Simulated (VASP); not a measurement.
Runs of VASP 6.6.1 on IrRh5. The structure is that of space group P-62m (No. 189), or close to it. The cells are those of the table. 

```csv
task,spin,cell,k mesh,cutoff (eV),gap on the mesh (eV),pressure (GPa),largest force (eV/Å)
single point,off,"a = 4.722, b = 4.722, c = 4.401 Å, angles 90.0, 90.0, 120.0°, 6 atoms",12 × 12 × 8,520,none,0.1,(a)
relaxation of cell and atoms,off,"relaxed from a = 4.647, b = 4.647, c = 4.386 Å, angles 90.0, 90.0, 120.0°, 6 atoms",6 × 6 × 4,600,none,0.0,0.03
single point,"collinear, ferromagnetic start","a = 4.715, b = 4.715, c = 4.403 Å, angles 90.0, 90.0, 120.0°, 6 atoms",6 × 6 × 4,520,none,0.1,-
single point,off,"a = 4.647, b = 4.647, c = 4.386 Å, angles 90.0, 90.0, 120.0°, 6 atoms",6 × 6 × 4,520,none,9.9,0.05
single point,off,"a = 4.715, b = 4.715, c = 4.403 Å, angles 90.0, 90.0, 120.0°, 6 atoms",6 × 6 × 4,520,none,0.1,-
```

Alike in all rows: level PBE; potentials or basis VASP PAW PBE potentials, release 64 (Ir, Rh_pv); smearing gaussian 0.1 eV.

Problem. Estimate the missing entries.

Solution. (a) 0.01.

Caveats: spin-orbit coupling is left out, which moves the levels of the heavy elements.

A k mesh can miss the band edges, and the runs leave out spin-orbit coupling on Ir, Rh.

A gap of «none» marks levels without a gap at the run's occupations.
